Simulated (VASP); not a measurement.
# NaCl in VASP: further runs

NaCl is run at these levels: PBE; tasks: single point.

Everything below comes from runs of VASP 6.6.1. Logs are shortened: lines on timing, memory, paths and dates and some standing lists are left out, and cuts for length are marked.

## Step 1: The cell of the first run

Symmetry: P4mm, No. 99, tetragonal system. Conventional cell: a = 3.502 Å, b = 3.502 Å, c = 3.502 Å, α = 90.00°, β = 90.00°, γ = 90.00°. Na (site symmetry 4mm) has 8 Cl at 3.01 to 3.06 Å and 6 Na at 3.50 Å within 4.0 Å. Cl (site symmetry 4mm) has 8 Na at 3.01 to 3.06 Å and 6 Cl at 3.50 Å within 4.0 Å.

## Step 2: Single point, PBE (one atom moved)

INCAR

```
ALGO = Normal
EDIFF = 1E-7
ENCUT = 520
GGA = PE
ISIF = 2
ISMEAR = 0
LASPH = T
LCHARG = F
LREAL = F
LWAVE = F
NBANDS = 14
NELM = 80
PREC = Accurate
SIGMA = 0.02
```

KPOINTS

```
k-points
0
Gamma
  6 6 6
```

POSCAR

```
NaCl
1.0
    3.5021900000      0.0000000000      0.0000000000
    0.0000000000      3.5021900000      0.0000000000
    0.0000000000      0.0000000000      3.5021900000
Na Cl
1 1
Direct
    0.0000000000      0.0000000000      0.0000000000
    0.5000000000      0.5128491030      0.5000000000
```

Potentials or basis: VASP PAW PBE potentials, release 64 (Na_pv, Cl).

Launch:

```console
cat potpaw_PBE.64/Na_pv/POTCAR potpaw_PBE.64/Cl/POTCAR > POTCAR
mpirun -np 1 vasp_std > vasp.out
```

OUTCAR:

```text
EDIFF = 1E-7
   ENCUT = 520
   GGA = PE
   ISIF = 2
   ISMEAR = 0
   LASPH = T
   LREAL = F
   NELM = 80
   PREC = Accurate

 ion  position               nearest neighbor table
   1  0.000  0.000  0.000-
   2  0.500  0.513  0.500-

  LATTYP: Found a simple cubic cell.
 ALAT       =     3.5021900000

  Lattice vectors:

 A1 = (   3.5021900000,   0.0000000000,   0.0000000000)
 A2 = (   0.0000000000,   3.5021900000,   0.0000000000)
 A3 = (   0.0000000000,   0.0000000000,   3.5021900000)

Analysis of symmetry for initial positions (statically):
=====================================================================
 Subroutine PRICEL returns:
 Original cell was already a primitive cell.

 Routine SETGRP: Setting up the symmetry group for a
 simple cubic supercell.

 Subroutine GETGRP returns: Found  8 space group operations
 (whereof  8 operations were pure point group operations)
 out of a pool of 48 trial point group operations.

The static configuration has the point symmetry C_4v.

Analysis of symmetry for dynamics (positions and initial velocities):
=====================================================================
 Subroutine PRICEL returns:
 Original cell was already a primitive cell.

 Routine SETGRP: Setting up the symmetry group for a
 simple cubic supercell.

 Subroutine GETGRP returns: Found  8 space group operations
 (whereof  8 operations were pure point group operations)
 out of a pool of 48 trial point group operations.

The dynamic configuration has the point symmetry C_4v.

 Subroutine INISYM returns: Found  8 space group operations
 (whereof  8 operations are pure point group operations),
 and found     1 'primitive' translations

----------------------------------------------------------------------------------------

                                     Primitive cell

  volume of cell :      42.9555

  direct lattice vectors                    reciprocal lattice vectors
     3.502190000  0.000000000  0.000000000     0.285535622  0.000000000  0.000000000
     0.000000000  3.502190000  0.000000000     0.000000000  0.285535622  0.000000000
     0.000000000  0.000000000  3.502190000     0.000000000  0.000000000  0.285535622

  length of vectors
     3.502190000  3.502190000  3.502190000     0.285535622  0.285535622  0.285535622

  position of ions in fractional coordinates (direct lattice)
     0.000000000  0.000000000  0.000000000
     0.500000000  0.512849103  0.500000000

  ion indices of the primitive-cell ions
   primitive index   ion index
                 1           1
                 2           2

----------------------------------------------------------------------------------------

 KPOINTS: k-points

Automatic generation of k-mesh.
 Grid dimensions read from file:
 generate k-points for:    6    6    6

 Generating k-lattice:

  Cartesian coordinates                     Fractional coordinates (reciprocal lattice)
     0.047589270  0.000000000  0.000000000     0.166666667  0.000000000  0.000000000
     0.000000000  0.047589270  0.000000000     0.000000000  0.166666667  0.000000000
     0.000000000  0.000000000  0.047589270     0.000000000  0.000000000  0.166666667

  Length of vectors
     0.047589270  0.047589270  0.047589270

  Shift w.r.t. Gamma in fractional coordinates (k-lattice)
     0.000000000  0.000000000  0.000000000

 Subroutine IBZKPT returns following result:
 ===========================================

 Found     40 irreducible k-points:

 Following reciprocal coordinates:
            Coordinates               Weight
  0.000000  0.000000  0.000000      1.000000
  0.166667  0.000000  0.000000      4.000000
  0.000000  0.166667  0.000000      2.000000
  0.333333  0.000000  0.000000      4.000000
  0.000000  0.333333  0.000000      2.000000
  0.500000  0.000000  0.000000      2.000000
[... 16 lines left out ...]
  0.166667  0.166667  0.166667      8.000000
  0.333333  0.166667  0.166667     16.000000
 [... further k-points ...]
   k-points           NKPTS =     40   k-points in BZ     NKDIM =     40   number of bands    NBANDS=     14
   number of dos      NEDOS =    301   number of ions     NIONS =      2
   total plane-waves  NPLWV =  21952
   dimension x,y,z NGX =    28 NGY =   28 NGZ =   28
   dimension x,y,z NGXF=    56 NGYF=   56 NGZF=   56
   ions per type =               1   1
   NGX,Y,Z   is equivalent  to a cutoff of  13.29, 13.29, 13.29 a.u.
   NGXF,Y,Z  is equivalent  to a cutoff of  26.58, 26.58, 26.58 a.u.
 SYSTEM =  unknown system
   PREC   = accura    normal or accurate (medium, high low for compatibility)
   ISTART =      0    job   : 0-new  1-cont  2-samecut
   ICHARG =      2    charge: 1-file 2-atom 10-const
   ISPIN  =      1    spin polarized calculation?
   LNONCOLLINEAR =      F non collinear calculations
   LSORBIT =      F    spin-orbit coupling
   LASPH  =      T    aspherical Exc in radial PAW
   ENCUT  =  520.0 eV  38.22 Ry    6.18 a.u.   6.51  6.51  6.51*2*pi/ulx,y,z
   NELM   =     80;   NELMIN=  2; NELMDL= -5     # of ELM steps
   EDIFF  = 0.1E-06   stopping-criterion for ELM
   LREAL  =      F    real-space projection
   EDIFFG = 0.1E-05   stopping-criterion for IOM
   NSW    =      0    number of steps for IOM
   IBRION =     -1    ionic relax: 0-MD 1-quasi-New 2-CG
   NFREE  =      0    steps in history (QN), initial steepest desc. (CG)
   ISIF   =      2    stress and relaxation
   ISYM   =      2    0-nonsym 1-usesym 2-fastsym
   POTIM  = 0.5000    time-step for ionic-motion
   TEBEG  =    0.0;   TEEND  =   0.0 temperature during run
   PSTRESS=    0.0 pullay stress
   NELECT =      14.0000    total number of electrons
   NUPDOWN=      -1.0000    fix difference up-down
   EMIN   =  10.00;   EMAX   =-10.00  energy-range for DOS
   EFERMI =   0.00;   METHOD = LEGACY
   ISMEAR =     0;   SIGMA  =   0.02  broadening in eV -4-tet -1-fermi 0-gaus
   EFERMI_NEDOS =   21; number of points for ismear=-14 and -15
   IALGO  =     38    algorithm
   IMIX   =      4    mixing-type and parameters
     AMIX     =   0.40;   BMIX     =  1.00
     AMIX_MAG =   1.60;   BMIX_MAG =  1.00
  volume/ion in A,a.u.               =      21.48       144.94
  Fermi-wavevector in a.u.,A,eV,Ry     =   1.126621  2.129005 17.269530  1.269275
  Thomas-Fermi vector in A             =   2.263304
   LORBIT       =      0    0 simple, 1 ext, 2 COOP (PROOUT), +10 PAW based schemes
   GGA     = PE    functional components
   LHFCALC =     F    Hartree Fock is set to
   AEXX    =    0.0000 exact exchange contribution
   IVDW    =     0    specifies the selected vdW correction
   LEPSILON=     F    determine dielectric tensor
   LRPA    =     F    only Hartree local field effects (RPA)
 non-spin polarized calculation
 Gauss-broadening in eV      SIGMA  =   0.02
  energy-cutoff  :      520.00
  volume of cell :       42.96
 maximum number of plane-waves:      1189
 NGX is ok and might be reduce to    28
   NGX = 13   NGY = 13   NGZ = 13

 number of electron      13.9999983 magnetization

 Free energy of the ion-electron system (eV)
  ---------------------------------------------------
  ext. energy  EPLUGINS =         0.00000000
  ---------------------------------------------------
  free energy    TOTEN  =        -6.46809517 eV

  energy without entropy =       -6.46809517  energy(sigma->0) =       -6.46809517

 E-fermi :   0.5582     XC(G=0):  -8.4321

 val. band max:        0.4248403659   @ k =   0.5000   0.0000   0.5000
 cond. band min:       4.4036910107   @ k =   0.0000   0.0000   0.0000
 fundamental gap:      3.9788506448
 Fermi energy:         0.5581976921

 k-point     1 :       0.0000    0.0000    0.0000
  band No.  band energies     occupation
      1     -21.6486      2.00000
      2     -21.6483      2.00000
      3     -21.6483      2.00000
      4     -12.9519      2.00000
      5      -0.0664      2.00000
      6      -0.0664      2.00000
      7      -0.0658      2.00000
      8       4.4037      0.00000
      9       9.0033      0.00000
     10       9.0063      0.00000
     11      16.1105      0.00000
     12      16.1124      0.00000
     13      16.1124      0.00000
     14      16.3380      0.00000

 k-point     2 :       0.1667    0.0000    0.0000
  band No.  band energies     occupation
      1     -21.6585      2.00000
      2     -21.6476      2.00000
      3     -21.6474      2.00000
      4     -12.8676      2.00000
      5      -0.8577      2.00000
      6      -0.0102      2.00000
      7      -0.0095      2.00000
      8       5.1306      0.00000
      9       9.3078      0.00000
     10       9.5307      0.00000
     11      14.2927      0.00000
     12      14.2932      0.00000
     13      15.5133      0.00000
     14      16.5461      0.00000

 k-point     3 :       0.0000    0.1667    0.0000
  band No.  band energies     occupation
      1     -21.6587      2.00000
      2     -21.6474      2.00000
      3     -21.6474      2.00000
      4     -12.8677      2.00000
      5      -0.8570      2.00000
      6      -0.0102      2.00000
      7      -0.0102      2.00000
      8       5.1308      0.00000
      9       9.3057      0.00000
     10       9.5324      0.00000
     11      14.2945      0.00000
     12      14.2945      0.00000
     13      15.5115      0.00000
     14      16.5418      0.00000

 k-point     4 :       0.3333    0.0000    0.0000
  band No.  band energies     occupation
      1     -21.6788      2.00000
      2     -21.6458      2.00000
      3     -21.6455      2.00000
      4     -12.6895      2.00000
      5      -2.0300      2.00000
      6       0.1069      2.00000
      7       0.1078      2.00000
      8       6.4165      0.00000
      9       9.6857      0.00000
     10      10.1557      0.00000
     11      12.8121      0.00000
     12      12.8127      0.00000
     13      14.8350      0.00000
     14      16.2862      0.00000

 k-point     5 :       0.0000    0.3333    0.0000
  band No.  band energies     occupation
      1     -21.6790      2.00000
      2     -21.6456      2.00000
      3     -21.6456      2.00000
      4     -12.6896      2.00000
      5      -2.0291      2.00000
      6       0.1070      2.00000
      7       0.1070      2.00000
      8       6.4169      0.00000
      9       9.6871      0.00000
     10      10.1540      0.00000
     11      12.8130      0.00000
[... 276 lines left out ...]
 k-point    22 :       0.5000    0.0000    0.5000
  band No.  band energies     occupation
      1     -21.6801      2.00000
      2     -21.6801      2.00000
      3     -21.6417      2.00000
      4     -12.3291      2.00000
      5      -1.8350      2.00000
      6      -1.8350      2.00000
      7       0.4248      2.00000
      8       5.9684      0.00000
      9      10.3094      0.00000
     10      11.4513      0.00000
     11      11.4513      0.00000
     12      13.0316      0.00000
     13      13.0316      0.00000
     14      18.0595      0.00000

 k-point    23 :       0.1667    0.1667    0.1667
  band No.  band energies     occupation
      1     -21.6580      2.00000
      2     -21.6553      2.00000
      3     -21.6552      2.00000
      4     -12.7123      2.00000
      5      -0.8966      2.00000
      6      -0.5392      2.00000
      7      -0.5386      2.00000
      8       6.3588      0.00000
      9      10.0371      0.00000
     10      10.0390      0.00000
     11      12.5125      0.00000
     12      13.3281      0.00000
     13      13.3290      0.00000
     14      17.9344      0.00000

 k-point    24 :       0.3333    0.1667    0.1667
  band No.  band energies     occupation
      1     -21.6753      2.00000
      2     -21.6544      2.00000
      3     -21.6533      2.00000
      4     -12.5524      2.00000
      5      -1.7760      2.00000
      6      -0.5230      2.00000
      7      -0.3841      2.00000
      8       7.2904      0.00000
      9       9.5797      0.00000
     10      10.0275      0.00000
     11      12.1527      0.00000
     12      12.7948      0.00000
     13      13.7963      0.00000
     14      17.7713      0.00000

 [... further k-points ...]
[... 5 lines left out ...]
  --------------------------------------------------------------------------------------
  -------------------------------------------------------------------------------------
  Total        0.0201782      0.0206723      0.0201782      0.0000000      0.0000000      0.0000000
  in kB        0.7526179      0.7710477      0.7526179      0.0000000      0.0000000      0.0000000
  external PRESSURE =       0.7587611 kB  Pullay stress =       0.0000000 kB

 VOLUME and BASIS-vectors are now :
 -----------------------------------------------------------------------------
  energy-cutoff  :      520.00
  volume of cell :       42.96
      direct lattice vectors                 reciprocal lattice vectors
     3.502190000  0.000000000  0.000000000     0.285535622  0.000000000  0.000000000
     0.000000000  3.502190000  0.000000000     0.000000000  0.285535622  0.000000000
     0.000000000  0.000000000  3.502190000     0.000000000  0.000000000  0.285535622

 POSITION                                       TOTAL-FORCE (eV/Angst)
 -----------------------------------------------------------------------------------
      0.00000      0.00000      0.00000         0.000000      0.015281     -0.000000
      1.75110      1.79610      1.75110         0.000000     -0.015281      0.000000
 -----------------------------------------------------------------------------------
    total drift:                               -0.000000     -0.000083      0.000000

  FREE ENERGIE OF THE ION-ELECTRON SYSTEM (eV)
  ---------------------------------------------------
  free  energy   TOTEN  =        -6.4680951719 eV

  energy  without entropy=       -6.4680951719  energy(sigma->0) =       -6.46809517
```

Wall time 13 s (1 thread of Intel Xeon 6975P-C (Granite Rapids), shared host); peak memory 0.16 GiB.

What came out:

* Free energy: -6.4681 eV
* Pressure: 0.1 GPa
* Largest force: 0.015 eV/Å
* Band gap on the k mesh: 3.98 eV, indirect (least direct gap 4.47 eV)

Forces in eV/Å, atoms in the order of the input:
```
Na   0.000  0.015  0.000
Cl   0.000 -0.015  0.000
```

Levels at points of the mesh, in eV from the valence-band top:
| k point | band 3 | band 4 | band 5 | band 6 | band 7 | band 8 | band 9 | band 10 | band 11 | band 12 |
| --- | --- | --- | --- | --- | --- | --- | --- | --- | --- | --- |
| (0.00, 0.00, 0.00) | -22.07 | -13.38 | -0.49 | -0.49 | -0.49 | 3.98 | 8.58 | 8.58 | 15.69 | 15.69 |
| (0.50, 0.00, 0.00) | -22.07 | -13.02 | -2.94 | -0.26 | -0.26 | 6.92 | 8.56 | 10.51 | 11.84 | 11.84 |
| (0.00, 0.50, 0.00) | -22.07 | -13.02 | -2.94 | -0.26 | -0.26 | 6.92 | 8.56 | 10.51 | 11.84 | 11.84 |
| (0.50, 0.50, 0.00) | -22.07 | -12.75 | -2.26 | -2.26 | 0.00 | 5.54 | 9.88 | 11.03 | 11.03 | 12.60 |
| (0.50, 0.00, 0.50) | -22.07 | -12.75 | -2.26 | -2.26 | 0.00 | 5.54 | 9.88 | 11.03 | 11.03 | 12.61 |
| (0.50, 0.50, 0.50) | -22.10 | -12.48 | -1.84 | -1.84 | -1.84 | 7.12 | 7.12 | 7.12 | 11.65 | 15.88 |

Caveat: the cell differs from its parent crystal (one atom moved). A k mesh can miss the band edges.

## Step 3: Single point, PBE (strained)

INCAR

```
SYSTEM = NaCl
ALGO = Normal
EDIFF = 1E-7
ENCUT = 520
GGA = PE
ISIF = 2
ISMEAR = 0
LASPH = .True.
LCHARG = .False.
LREAL = .False.
LWAVE = .False.
NBANDS = 14
NELM = 80
PREC = Accurate
SIGMA = 0.02
```

KPOINTS

```
k-points
0
Gamma
  6 6 6
  0 0 0
```

POSCAR

```
NaCl
1.0
    3.5339898852      0.0000000000      0.0000000000
    0.0000000000      3.5865227352      0.0000000000
    0.0000000000      0.0000000000      3.5865227352
Na Cl
1 1
Direct
    0.0000000000      0.0000000000      0.0000000000
    0.5000000000      0.5000000000      0.5000000000
```

Potentials or basis: VASP PAW PBE potentials, release 64 (Na_pv, Cl).

Launch:

```console
cat potpaw_PBE.64/Na_pv/POTCAR potpaw_PBE.64/Cl/POTCAR > POTCAR
mpirun -np 1 vasp_std > vasp.out
```

It took 12 s on 1 thread of Intel Xeon 6975P-C (Granite Rapids), shared host; peak memory 0.16 GiB.

Results (log left out):

* Free energy: -6.4580 eV
* Pressure: -1.2 GPa
* Band gap on the k mesh: 3.74 eV, indirect (least direct gap 4.16 eV)

Stress tensor (GPa, compression positive):
```
-0.56  0.00  0.00
 0.00 -1.58  0.00
 0.00  0.00 -1.58
```

Levels at points of the mesh, in eV from the valence-band top:
| k point | band 4 | band 5 | band 6 | band 7 | band 8 | band 9 | band 10 | band 11 |
| --- | --- | --- | --- | --- | --- | --- | --- | --- |
| (0.00, 0.00, 0.00) | -13.25 | -0.54 | -0.54 | -0.42 | 3.74 | 8.51 | 8.64 | 15.02 |
| (0.50, 0.00, 0.00) | -12.92 | -2.75 | -0.31 | -0.31 | 6.66 | 8.19 | 10.46 | 11.58 |
| (0.00, 0.50, 0.00) | -12.95 | -2.76 | -0.33 | -0.22 | 6.70 | 8.10 | 10.48 | 11.53 |
| (0.50, 0.50, 0.00) | -12.70 | -2.14 | -2.10 | -0.08 | 5.51 | 9.66 | 10.52 | 10.66 |
| (0.00, 0.50, 0.50) | -12.73 | -2.13 | -2.13 | 0.00 | 5.42 | 9.79 | 10.61 | 10.61 |
| (0.50, 0.50, 0.50) | -12.47 | -1.76 | -1.72 | -1.72 | 7.05 | 7.06 | 7.06 | 11.14 |

Caveat: the cell differs from its parent crystal (strained). A k mesh can miss the band edges.

[end of part 1 of 2]
